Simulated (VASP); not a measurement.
## SiO2: single point with LDA

Crystal: SiO2.

```
Si O
1.0
     4.94043    0.00000    0.00000
    -2.47022    4.27854    0.00000
     0.00000    0.00000    8.53521
Si O
4 8
Cartesian
  2.4702 1.4262 7.9960
  2.4702 1.4262 4.8068
  0.0000 2.8524 0.5392
  0.0000 2.8524 3.7284
  -0.9830 1.7025 0.0000
  0.9830 1.7025 4.2676
  2.9745 0.0000 4.2676
  1.4873 2.5760 0.0000
  -1.4873 2.5760 4.2676
  2.4702 1.4262 6.4014
  0.0000 2.8524 2.1338
  1.9659 0.0000 0.0000
```

```
Program             : VASP 6.6.1
Task                : single point
Functional          : LDA
Potentials or basis : VASP PAW LDA potentials, release 64 (Si, O)
Cutoff              : 520 eV
k mesh              : 6 × 6 × 4
Occupations         : gaussian, width 0.02 eV
Spin                : no spin polarisation
```

```
Pressure               : 1.4 GPa
Largest force          : 0.029 eV/Å
Band gap on the k mesh : 5.44 eV (least direct gap 5.53 eV)
```

Forces on the atoms (eV/Å):
```
Si   0.000  0.000 -0.021
Si   0.000  0.000  0.021
Si   0.000  0.000  0.021
Si   0.000  0.000 -0.021
O    0.014 -0.025  0.000
O   -0.014 -0.025  0.000
O    0.029  0.000  0.000
O    0.014  0.025  0.000
O   -0.014  0.025  0.000
O    0.000  0.000  0.000
O    0.000  0.000  0.000
O   -0.029  0.000  0.000
```

Levels at points of the mesh, in eV from the valence-band top:
```tsv
k point	band 29	band 30	band 31	band 32	band 33	band 34	band 35	band 36
(0.00, 0.00, 0.00)	-0.81	-0.81	-0.09	-0.09	5.44	7.83	8.09	8.91
(0.50, 0.00, 0.00)	-0.96	-0.76	-0.67	-0.07	7.76	8.26	8.64	9.05
(0.00, 0.00, 0.50)	-0.69	-0.69	-0.17	-0.17	6.25	6.25	9.05	9.05
(0.50, 0.00, 0.50)	-0.76	-0.76	-0.41	-0.41	8.19	8.19	8.49	8.49
```

Run time: 2.5 min on 1 thread of Intel(R) Xeon(R) Platinum 8488C (Sapphire Rapids) (shared host), peak memory 0.3 GiB.

A k mesh can miss the band edges.
